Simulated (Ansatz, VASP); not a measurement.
Two plane-wave programs on La

```
La
1.0
     3.77270    0.00000    0.00000
    -1.88635    3.26725    0.00000
     0.00000    0.00000   12.11270
La
4
Direct
  0.00000 0.00000 0.00000
  0.00000 0.00000 0.50000
  0.33333 0.66667 0.75000
  0.66667 0.33333 0.25000
```

Alike in both runs: task single point; functional PBE; k mesh 3 × 3 × 1; occupations fermi-dirac, width 0.1 eV; no spin polarisation.

```csv
,VASP,Ansatz
version,VASP 6.6.1,Ansatz 0.2.0
potentials or method,"VASP PAW PBE potentials, release 64 (La), cutoff 520 eV","plane waves (420 eV) with PAW, scalar-relativistic"
valence electrons in the cell,44,44
```

|  | VASP | Ansatz | Ansatz less VASP |
| --- | --- | --- | --- |
| pressure (GPa) | -2.4 | -2.5 | -0.05 |
| traceless stress, the component that is largest in VASP (GPa) | 4.39 | 4.42 | +0.035 |

The k mesh is coarse, so the values compare programs but aren't converged. Neither program's run includes spin-orbit coupling.
